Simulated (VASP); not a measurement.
# PbS (Cmcm) in VASP: further runs

Aim: see how the results for PbS move with the level of theory and the settings. Levels: RPBE, BLYP+D3(BJ), LDA. Tasks: single point.

All numbers are computed with VASP 6.6.1; they aren't measurements. Logs are shortened: lines on timing, memory, paths and dates and some standing lists are left out, and cuts for length are marked.

### Step 1. The cell of the first run

It takes space group Cmcm (No. 63, orthorhombic). Conventional cell: a = 4.187 Å, b = 12.062 Å, c = 4.308 Å, α = 90.00°, β = 90.00°, γ = 90.00°. Pb (site symmetry m2m) has 5 S at 2.70 to 3.01 Å within 3.6 Å. Within 3.6 Å of S (site symmetry m2m) lie 5 Pb at 2.70 to 3.01 Å.

### Step 2. Single point, RPBE

INCAR reads:

```
ALGO = Normal ; EDIFF = 1E-6
ENCUT = 520 ; GGA = RP
ISIF = 2 ; ISMEAR = -1
LASPH = True ; LCHARG = False
LREAL = False ; LWAVE = False
NBANDS = 28 ; NELM = 100
PREC = Accurate ; SIGMA = 0.05
```

KPOINTS reads:

```
k-points
0
Gamma
  7 7 6
```

POSCAR reads:

```
PbS
1.0
    2.0937276176     -6.0309754840      0.0000000000
    2.0937276176      6.0309754840      0.0000000000
    0.0000000000      0.0000000000      4.3076616397
Pb S
2 2
Direct
    0.1305633500      0.8694366500      0.2500000000
    0.8694366500      0.1305633500      0.7500000000
    0.3547970900      0.6452029100      0.2500000000
    0.6452029100      0.3547970900      0.7500000000
```

Potentials or basis: VASP PAW PBE potentials, release 64 (Pb_d, S).

Command:

```console
$ cat potpaw_PBE.64/Pb_d/POTCAR potpaw_PBE.64/S/POTCAR > POTCAR
$ mpirun -np 1 vasp_std > vasp.out
```

OUTCAR:

```text
EDIFF = 1E-6
   ENCUT = 520
   GGA = RP
   ISIF = 2
   ISMEAR = -1
   LASPH = True
   LREAL = False
   NELM = 100
   PREC = Accurate

 ion  position               nearest neighbor table
   1  0.131  0.869  0.250-   3 2.70   4 3.01   4 3.01   4 3.01   4 3.01   2 3.82   2 3.82
   2  0.869  0.131  0.750-   4 2.70   3 3.01   3 3.01   3 3.01   3 3.01   1 3.82   1 3.82
   3  0.355  0.645  0.250-   1 2.70   2 3.01   2 3.01   2 3.01   2 3.01
   4  0.645  0.355  0.750-   2 2.70   1 3.01   1 3.01   1 3.01   1 3.01

  LATTYP: Found a base centered orthorhombic cell.
 ALAT       =     4.1874552352
 B/A-ratio  =     2.8804966956
 C/A-ratio  =     1.0287063139

  Lattice vectors:

 A1 = (   2.0937276176,  -6.0309754840,   0.0000000000)
 A2 = (   2.0937276176,   6.0309754840,   0.0000000000)
 A3 = (   0.0000000000,   0.0000000000,   4.3076616397)

Analysis of symmetry for initial positions (statically):
=====================================================================
 Subroutine PRICEL returns:
 Original cell was already a primitive cell.

 Routine SETGRP: Setting up the symmetry group for a
 base centered orthorhombic supercell.

 Subroutine GETGRP returns: Found  8 space group operations
 (whereof  4 operations were pure point group operations)
 out of a pool of  8 trial point group operations.

The static configuration has the point symmetry C_2h.
 The point group associated with its full space group is D_2h.

Analysis of symmetry for dynamics (positions and initial velocities):
=====================================================================
 Subroutine PRICEL returns:
 Original cell was already a primitive cell.

 Routine SETGRP: Setting up the symmetry group for a
 base centered orthorhombic supercell.

 Subroutine GETGRP returns: Found  8 space group operations
 (whereof  4 operations were pure point group operations)
 out of a pool of  8 trial point group operations.

The dynamic configuration has the point symmetry C_2h.
 The point group associated with its full space group is D_2h.

 Subroutine INISYM returns: Found  8 space group operations
 (whereof  4 operations are pure point group operations),
 and found     1 'primitive' translations

----------------------------------------------------------------------------------------

                                     Primitive cell

  volume of cell :     108.7876

  direct lattice vectors                    reciprocal lattice vectors
     2.093727618 -6.030975484  0.000000000     0.238808523 -0.082905328  0.000000000
     2.093727618  6.030975484  0.000000000     0.238808523  0.082905328  0.000000000
     0.000000000  0.000000000  4.307661640     0.000000000  0.000000000  0.232144510

  length of vectors
     6.384070851  6.384070851  4.307661640     0.252790039  0.252790039  0.232144510

  position of ions in fractional coordinates (direct lattice)
     0.130563350  0.869436650  0.250000000
     0.869436650  0.130563350  0.750000000
     0.354797090  0.645202910  0.250000000
     0.645202910  0.354797090  0.750000000

  ion indices of the primitive-cell ions
   primitive index   ion index
                 1           1
                 2           2
                 3           3
                 4           4

----------------------------------------------------------------------------------------

 KPOINTS: k-points

Automatic generation of k-mesh.
 Grid dimensions read from file:
 generate k-points for:    7    7    6

 Generating k-lattice:

  Cartesian coordinates                     Fractional coordinates (reciprocal lattice)
     0.034115503 -0.011843618  0.000000000     0.142857143 -0.000000000  0.000000000
     0.034115503  0.011843618  0.000000000    -0.000000000  0.142857143  0.000000000
     0.000000000  0.000000000  0.038690752     0.000000000  0.000000000  0.166666667

  Length of vectors
     0.036112863  0.036112863  0.038690752

  Shift w.r.t. Gamma in fractional coordinates (k-lattice)
     0.000000000  0.000000000  0.000000000

 Subroutine IBZKPT returns following result:
 ===========================================

 Found     64 irreducible k-points:

 Following reciprocal coordinates:
            Coordinates               Weight
  0.000000  0.000000  0.000000      1.000000
  0.142857 -0.000000  0.000000      4.000000
  0.285714  0.000000  0.000000      4.000000
  0.428571 -0.000000  0.000000      4.000000
  0.142857  0.142857  0.000000      2.000000
  0.285714  0.142857  0.000000      4.000000
[... 16 lines left out ...]
  0.428571  0.142857  0.166667      8.000000
 -0.428571  0.142857  0.166667      8.000000
 [... further k-points ...]
   k-points           NKPTS =     64   k-points in BZ     NKDIM =     64   number of bands    NBANDS=     28
   number of dos      NEDOS =    301   number of ions     NIONS =      4
   total plane-waves  NPLWV =  73728
   dimension x,y,z NGX =    48 NGY =   48 NGZ =   32
   dimension x,y,z NGXF=    96 NGYF=   96 NGZF=   64
   ions per type =               2   2
   NGX,Y,Z   is equivalent  to a cutoff of  12.50, 12.50, 12.35 a.u.
   NGXF,Y,Z  is equivalent  to a cutoff of  25.00, 25.00, 24.70 a.u.
 SYSTEM =  unknown system
   PREC   = accura    normal or accurate (medium, high low for compatibility)
   ISTART =      0    job   : 0-new  1-cont  2-samecut
   ICHARG =      2    charge: 1-file 2-atom 10-const
   ISPIN  =      1    spin polarized calculation?
   LNONCOLLINEAR =      F non collinear calculations
   LSORBIT =      F    spin-orbit coupling
   LASPH  =      T    aspherical Exc in radial PAW
   ENCUT  =  520.0 eV  38.22 Ry    6.18 a.u.  11.87 11.87  8.01*2*pi/ulx,y,z
   NELM   =    100;   NELMIN=  2; NELMDL= -5     # of ELM steps
   EDIFF  = 0.1E-05   stopping-criterion for ELM
   LREAL  =      F    real-space projection
   EDIFFG = 0.1E-04   stopping-criterion for IOM
   NSW    =      0    number of steps for IOM
   IBRION =     -1    ionic relax: 0-MD 1-quasi-New 2-CG
   NFREE  =      0    steps in history (QN), initial steepest desc. (CG)
   ISIF   =      2    stress and relaxation
   ISYM   =      2    0-nonsym 1-usesym 2-fastsym
   POTIM  = 0.5000    time-step for ionic-motion
   TEBEG  =    0.0;   TEEND  =   0.0 temperature during run
   PSTRESS=    0.0 pullay stress
   NELECT =      40.0000    total number of electrons
   NUPDOWN=      -1.0000    fix difference up-down
   EMIN   =  10.00;   EMAX   =-10.00  energy-range for DOS
   EFERMI =   0.00;   METHOD = LEGACY
   ISMEAR =    -1;   SIGMA  =   0.05  broadening in eV -4-tet -1-fermi 0-gaus
   EFERMI_NEDOS =   21; number of points for ismear=-14 and -15
   IALGO  =     38    algorithm
   IMIX   =      4    mixing-type and parameters
     AMIX     =   0.40;   BMIX     =  1.00
     AMIX_MAG =   1.60;   BMIX_MAG =  1.00
  volume/ion in A,a.u.               =      27.20       183.53
  Fermi-wavevector in a.u.,A,eV,Ry     =   1.172830  2.216327 18.715224  1.375530
  Thomas-Fermi vector in A             =   2.309252
   LORBIT       =      0    0 simple, 1 ext, 2 COOP (PROOUT), +10 PAW based schemes
   GGA     = RP    functional components
   LHFCALC =     F    Hartree Fock is set to
   AEXX    =    0.0000 exact exchange contribution
   IVDW    =     0    specifies the selected vdW correction
   LEPSILON=     F    determine dielectric tensor
   LRPA    =     F    only Hartree local field effects (RPA)
 non-spin polarized calculation
  energy-cutoff  :      520.00
  volume of cell :      108.79
 maximum number of plane-waves:      2962
   NGX = 23   NGY = 23   NGZ = 17

 number of electron      40.0000008 magnetization

 Free energy of the ion-electron system (eV)
  ---------------------------------------------------
  ext. energy  EPLUGINS =         0.00000000
  ---------------------------------------------------
  free energy    TOTEN  =       -16.04478087 eV

  energy without entropy =      -16.04478081  energy(sigma->0) =      -16.04478084

 E-fermi :   5.4664     XC(G=0):  -9.3149

 val. band max:        4.7387915810   @ k =  -0.4286   0.4286   0.3333
 cond. band min:       6.1185643884   @ k =   0.4286   0.4286   0.0000
 fundamental gap:      1.3797728074
 Fermi energy:         5.4664248579

 k-point     1 :       0.0000    0.0000    0.0000
  band No.  band energies     occupation
      1     -11.6084      2.00000
      2     -11.5328      2.00000
      3     -11.5279      2.00000
      4     -11.5207      2.00000
      5     -11.4857      2.00000
      6     -11.4834      2.00000
[... 20 lines left out ...]
     27      10.8957      0.00000
     28      11.8931      0.00000

 k-point     2 :       0.1429   -0.0000    0.0000
  band No.  band energies     occupation
      1     -11.5981      2.00000
      2     -11.5279      2.00000
      3     -11.5193      2.00000
      4     -11.5173      2.00000
      5     -11.4890      2.00000
      6     -11.4881      2.00000
[... 20 lines left out ...]
     27      11.1805      0.00000
     28      12.2842      0.00000

 k-point     3 :       0.2857    0.0000    0.0000
  band No.  band energies     occupation
      1     -11.5732      2.00000
      2     -11.5178      2.00000
      3     -11.5175      2.00000
      4     -11.5021      2.00000
      5     -11.4991      2.00000
      6     -11.4941      2.00000
[... 20 lines left out ...]
     27      12.2741      0.00000
     28      12.9250      0.00000

 k-point     4 :       0.4286   -0.0000    0.0000
  band No.  band energies     occupation
      1     -11.5458      2.00000
      2     -11.5216      2.00000
      3     -11.5190      2.00000
      4     -11.5132      2.00000
      5     -11.4961      2.00000
      6     -11.4955      2.00000
[... 578 lines left out ...]
     27      11.8084      0.00000
     28      12.9761      0.00000

 k-point    23 :       0.4286    0.1429    0.1667
  band No.  band energies     occupation
      1     -11.5591      2.00000
      2     -11.5452      2.00000
      3     -11.5210      2.00000
      4     -11.5013      2.00000
      5     -11.4934      2.00000
      6     -11.4887      2.00000
[... 20 lines left out ...]
     27      12.1628      0.00000
     28      12.9411      0.00000

 k-point    24 :      -0.4286    0.1429    0.1667
  band No.  band energies     occupation
      1     -11.5727      2.00000
      2     -11.5274      2.00000
      3     -11.5175      2.00000
      4     -11.5057      2.00000
      5     -11.4956      2.00000
      6     -11.4902      2.00000
[... 20 lines left out ...]
     27      12.3515      0.00000
     28      13.1173      0.00000

 [... further k-points ...]

------------------------ aborting loop because EDIFF is reached ----------------------------------------

  FORCE on cell =-STRESS in cart. coord.  units (eV):
  Direction    XX          YY          ZZ          XY          YZ          ZX
  --------------------------------------------------------------------------------------
  -------------------------------------------------------------------------------------
  Total        1.1420087      1.3969568      1.1386571      0.0000000     -0.0000000      0.0000000
  in kB       16.8190200     20.5737870     16.7696580      0.0000000     -0.0000000      0.0000000
  external PRESSURE =      18.0541550 kB  Pullay stress =       0.0000000 kB

 VOLUME and BASIS-vectors are now :
 -----------------------------------------------------------------------------
  energy-cutoff  :      520.00
  volume of cell :      108.79
      direct lattice vectors                 reciprocal lattice vectors
     2.093727618 -6.030975484  0.000000000     0.238808523 -0.082905328  0.000000000
     2.093727618  6.030975484  0.000000000     0.238808523  0.082905328  0.000000000
     0.000000000  0.000000000  4.307661640     0.000000000  0.000000000  0.232144510

 POSITION                                       TOTAL-FORCE (eV/Angst)
 -----------------------------------------------------------------------------------
      2.09373      4.45613      1.07692         0.000000     -0.024564      0.000000
      2.09373     -4.45613      3.23075         0.000000      0.024564     -0.000000
      2.09373      1.75143      1.07692         0.000000     -0.059903      0.000000
      2.09373     -1.75143      3.23075         0.000000      0.059903     -0.000000
 -----------------------------------------------------------------------------------
    total drift:                               -0.000000     -0.000000      0.000000

  FREE ENERGIE OF THE ION-ELECTRON SYSTEM (eV)
  ---------------------------------------------------
  free  energy   TOTEN  =       -16.0447808724 eV

  energy  without entropy=      -16.0447808142  energy(sigma->0) =      -16.04478084
```

It took 3.5 min on 1 thread of Intel Xeon Platinum 8375C at 2.90GHz (Ice Lake), shared host; peak memory 0.34 GiB.

What came out:

```yaml
Free_energy: -16.0448 eV
Pressure: 1.8 GPa
Largest_force: 0.060 eV/Å
Band_gap_on_the_k_mesh: 1.38 eV (least direct gap 1.52 eV)
```

Forces in eV/Å, atoms in the order of the input:
```
Pb   0.000 -0.025  0.000
Pb   0.000  0.025  0.000
S    0.000 -0.060  0.000
S    0.000  0.060  0.000
```

Caveat: the PAW data sets were made with another functional, which shifts forces and pressure a little; spin-orbit coupling is left out, which moves the levels of the heavy elements; an odd mesh through Γ misses points on the zone boundary, where band edges can lie.

### Step 3. Single point, BLYP+D3(BJ)

INCAR reads:

```
SYSTEM = PbS
PREC     = Accurate       ! precision mode
ENCUT    = 520            ! plane-wave cutoff, eV
EDIFF    = 1E-7           ! SCF threshold, eV
ISMEAR   = -1             ! smearing method
SIGMA    = 0.05           ! smearing width, eV
LREAL    = .False.        ! projectors in reciprocal space
LASPH    = .True.         ! aspherical terms in the spheres
NELM     = 60             ! most SCF steps
ALGO     = Normal         ! electronic algorithm
ISIF     = 2              ! what is computed and relaxed
LWAVE    = .False.        ! write WAVECAR
LCHARG   = .False.        ! write CHGCAR
GGA      = B5             ! functional
ALDAX    = 1.0          
AGGAX    = 1.0          
AGGAC    = 1.0          
ALDAC    = 0.0          
IVDW     = 12             ! dispersion correction
VDW_S6   = 1.0          
VDW_S8   = 2.6996       
VDW_A1   = 0.4298       
VDW_A2   = 4.2359       
NBANDS   = 28             ! bands
```

KPOINTS reads:

```
regular mesh
0
Gamma
  7 7 6
  0 0 0
```

POSCAR is that of step 2.

Potentials or basis: VASP PAW PBE potentials, release 64 (Pb_d, S).

Command:

```console
$ cat potpaw_PBE.64/Pb_d/POTCAR potpaw_PBE.64/S/POTCAR > POTCAR
$ mpirun -np 1 vasp_std > vasp.out
```

It took 4 min on 1 thread of Intel Xeon Platinum 8375C at 2.90GHz (Ice Lake), shared host; peak memory 0.35 GiB.

The run converged. Its results:

- Free energy: -18.3519 eV
- Pressure: -1.0 GPa
- Largest force: 0.146 eV/Å
- Band gap on the k mesh: 1.33 eV (least direct gap 1.48 eV)
- Dispersion energy per atom: -0.777 eV

Forces in eV/Å, atoms in the order of the input:
```
Pb   0.000  0.146  0.000
Pb   0.000 -0.146  0.000
S    0.000 -0.121  0.000
S    0.000  0.121  0.000
```

Stress tensor (GPa, compression positive):
```
-1.20  0.00  0.00
 0.00 -0.81  0.00
 0.00  0.00 -1.12
```

Levels at points of the mesh, in eV from the valence-band top:
| k point | band 17 | band 18 | band 19 | band 20 | band 21 | band 22 | band 23 | band 24 |
| --- | --- | --- | --- | --- | --- | --- | --- | --- |
| (0.00, 0.00, 0.00) | -2.16 | -1.47 | -1.30 | -0.38 | 4.71 | 4.87 | 5.08 | 5.52 |
| (0.00, 0.00, 0.50) | -0.94 | -0.94 | -0.02 | -0.02 | 1.98 | 1.98 | 2.87 | 2.87 |

Caveat: the PAW data sets were made with another functional, which shifts forces and pressure a little; spin-orbit coupling is left out, which moves the levels of the heavy elements; an odd mesh through Γ misses points on the zone boundary, where band edges can lie.

### Step 4. Single point, RPBE

This run uses another cell than the first one, of 27.73 Å³/atom.

INCAR reads:

```
SYSTEM = PbS
PREC = Accurate ; ENCUT = 520
EDIFF = 1E-6 ; ISMEAR = -1
SIGMA = 0.05 ; LREAL = .FALSE.
LASPH = .TRUE. ; NELM = 80
ALGO = Normal ; ISIF = 2
LWAVE = .FALSE. ; LCHARG = .FALSE.
GGA = RP ; NBANDS = 28
```

KPOINTS reads:

```
Automatic mesh
0
G
  7 7 6
  0 0 0
```

POSCAR reads:

```
PbS
1.0
    2.1073236324     -6.0701387599      0.0000000000
    2.1073236324      6.0701387599      0.0000000000
    0.0000000000      0.0000000000      4.3356342523
Pb S
2 2
Direct
    0.1305633500      0.8694366500      0.2500000000
    0.8694366500      0.1305633500      0.7500000000
    0.3547970900      0.6452029100      0.2500000000
    0.6452029100      0.3547970900      0.7500000000
```

Command:

```console
$ cat potpaw_PBE.64/Pb_d/POTCAR potpaw_PBE.64/S/POTCAR > POTCAR
$ mpirun -np 1 vasp_std > vasp.out
```

It took 2.8 min on 1 thread of Intel Xeon Platinum 8375C at 2.90GHz (Ice Lake), shared host; peak memory 0.34 GiB.

Results (log left out):

| Quantity | Value |
| --- | --- |
| Free energy | -16.0630 eV |
| Pressure | 0.8 GPa |
| Largest force | 0.138 eV/Å |
| Band gap on the k mesh | 1.41 eV (least direct gap 1.52 eV) |

Forces in eV/Å, atoms in the order of the input:
```
Pb   0.000 -0.138  0.000
Pb   0.000  0.138  0.000
S    0.000  0.009  0.000
S    0.000 -0.009  0.000
```

Stress tensor (GPa, compression positive):
```
0.68 0.00 0.00
0.00 1.09 0.00
0.00 0.00 0.69
```

Levels at points of the mesh, in eV from the valence-band top:
| k point | band 16 | band 17 | band 18 | band 19 | band 20 | band 21 | band 22 | band 23 | band 24 | band 25 |
| --- | --- | --- | --- | --- | --- | --- | --- | --- | --- | --- |
| (0.00, 0.00, 0.00) | -2.62 | -2.10 | -1.41 | -1.25 | -0.35 | 4.71 | 4.94 | 4.99 | 5.57 | 5.79 |
| (0.00, 0.00, 0.50) | -2.42 | -0.92 | -0.92 | -0.03 | -0.03 | 2.00 | 2.00 | 2.96 | 2.96 | 5.02 |

Caveat: the PAW data sets were made with another functional, which shifts forces and pressure a little; spin-orbit coupling is left out, which moves the levels of the heavy elements; an odd mesh through Γ misses points on the zone boundary, where band edges can lie.

(Continued in part 2 of 2.)
